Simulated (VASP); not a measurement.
Input of a VASP 6.6.1 run:

Contents of INCAR:

```
PREC = Accurate ; ENCUT = 520
EDIFF = 1E-6 ; ISMEAR = 0
SIGMA = 0.1 ; LREAL = F
LASPH = T ; NELM = 100
ALGO = Normal ; ISIF = 2
LWAVE = F ; LCHARG = F
GGA = PE ; NBANDS = 64
```

Contents of KPOINTS:

```
Automatic mesh
0
Gamma
  4 4 4
```

File POSCAR:

```
Y4Sn3N4
1.0
    6.5749080610      0.0000000000      0.0000000000
    0.0000000000      6.5749080610      0.0000000000
    0.0000000000      0.0000000000      6.5749080610
Y Sn N
4 3 4
Direct
    0.3259943104      0.3259943104      0.3259943104
    0.3259943104      0.6740056896      0.6740056896
    0.6740056896      0.3259943104      0.6740056896
    0.6740056896      0.6740056896      0.3259943104
    0.0000000000      0.0000000000      0.5000000000
    0.5000000000      0.0000000000      0.0000000000
    0.0000000000      0.5000000000      0.0000000000
    0.3374959588      0.3374959588      0.6625040412
    0.6625040412      0.6625040412      0.6625040412
    0.3374959588      0.6625040412      0.3374959588
    0.6625040412      0.3374959588      0.3374959588
```

Potentials or basis: VASP PAW PBE potentials, release 64 (Y_sv, Sn_d, N).

Run with:

```bash
$ cat potpaw_PBE.64/Y_sv/POTCAR potpaw_PBE.64/Sn_d/POTCAR potpaw_PBE.64/N/POTCAR > POTCAR
$ mpirun -np 1 vasp_std > vasp.out
```

(1) Estimate the pressure.

(2) Predict the band gap on the k mesh.

Results:

(1) 0.1 GPa.

(2) zero (bands 53 and 54 overlap by 0.95 eV).

Caveat: spin-orbit coupling is left out, which moves the levels of the heavy elements.
